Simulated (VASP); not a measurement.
Here is a VASP 6.6.1 calculation.

File POSCAR:

```
BN
1.0
    2.5545348137      0.0000000000      0.0000000000
   -1.2772674068      2.2122920435      0.0000000000
    0.0000000000      0.0000000000      4.2245049667
B N
2 2
Direct
    0.3333333333      0.6666666667      0.3126939999
    0.6666666667      0.3333333333      0.8126939999
    0.6666666667      0.3333333333      0.1873060001
    0.3333333333      0.6666666667      0.6873060001
```

The input INCAR.step1:

```
SYSTEM = BN
PREC = Accurate
ENCUT = 520
ISMEAR = 0
SIGMA = 0.02
LREAL = .False.
LASPH = .True.
NELM = 60
NBANDS = 16
GGA = PE
ALGO = Normal
EDIFF = 1E-4
LWAVE = .True.
LCHARG = .False.
```

INCAR.step2

```
SYSTEM = BN
PREC = Accurate
ENCUT = 520
EDIFF = 1E-6
ISMEAR = 0
SIGMA = 0.02
LREAL = .False.
LASPH = .True.
NELM = 60
ALGO = Normal
ISIF = 2
LWAVE = .False.
LCHARG = .False.
METAGGA = R2SCAN
LMIXTAU = .True.
NBANDS = 16
ISTART = 1
```

The input KPOINTS:

```
Automatic mesh
0
Gamma
  12 12 6
  0 0 0
```

Potentials or basis: VASP PAW PBE potentials, release 64 (B, N).

Run with:

```sh
$ cat potpaw_PBE.64/B/POTCAR potpaw_PBE.64/N/POTCAR > POTCAR
$ cp INCAR.step1 INCAR
$ mpirun -np 1 vasp_std > vasp.out
$ cp INCAR.step2 INCAR
$ mpirun -np 1 vasp_std > vasp.out
```

(1) Estimate the pressure.

(2) Estimate the largest force.

(3) Predict the band gap on the k mesh.

## Answers

(1) -3.6 GPa.

(2) 0.005 eV/Å.

(3) 5.74 eV, indirect (least direct gap 8.92 eV).

Caveat: the PAW data sets were made with another functional, which shifts forces and pressure a little.
